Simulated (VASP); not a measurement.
Write the native input for VASP 6.6.1 that does the following.

```yaml
Task: single point
Functional: PBE
Potentials_or_basis: VASP PAW PBE potentials, release 64 (W_sv, S)
Cutoff: 520 eV
k_mesh: 6 × 6 × 6
Occupations: gaussian, width 0.1 eV
Spin: no spin polarisation
Dipole_correction: no
Further_INCAR_settings: ALGO = Normal; EDIFF = 1e-06; NBANDS = 17
```

The structure of WS lies in POSCAR:

```
WS
1.0
    3.0072119443      0.0000000000      0.0000000000
    0.0000000000      3.0072119443      0.0000000000
    0.0000000000      0.0000000000      3.0072119443
W S
1 1
Direct
    0.5000000000      0.5000000000      0.5000000000
    0.0000000000      0.0000000000      0.0000000000
```

The input as run:

INCAR

```
SYSTEM = WS
ALGO     = Normal         ! electronic algorithm
EDIFF    = 1E-6           ! SCF threshold, eV
ENCUT    = 520            ! plane-wave cutoff, eV
GGA      = PE             ! functional
ISIF     = 2              ! what is computed and relaxed
ISMEAR   = 0              ! smearing method
LASPH    = .True.         ! aspherical terms in the spheres
LCHARG   = .False.        ! write CHGCAR
LREAL    = .False.        ! projectors in reciprocal space
LWAVE    = .False.        ! write WAVECAR
NBANDS   = 17             ! bands
NELM     = 80             ! most SCF steps
PREC     = Accurate       ! precision mode
SIGMA    = 0.1            ! smearing width, eV
```

KPOINTS

```
k-points
0
Gamma
  6 6 6
  0 0 0
```

Potentials or basis: VASP PAW PBE potentials, release 64 (W_sv, S).

Command:

```sh
$ cat potpaw_PBE.64/W_sv/POTCAR potpaw_PBE.64/S/POTCAR > POTCAR
$ mpirun -np 1 vasp_std > vasp.out
```

Results of the run:

The pressure is 0.3 GPa and the band gap on the k mesh is zero (band 10 reaches 15.14 eV, above the bottom of band 11 at 11.46 eV).

Caveat: spin-orbit coupling is left out, which moves the levels of the heavy elements.

Wall time 16 s on 1 thread of AMD EPYC 7R13, with other jobs on the host, peak memory 0.11 GiB.
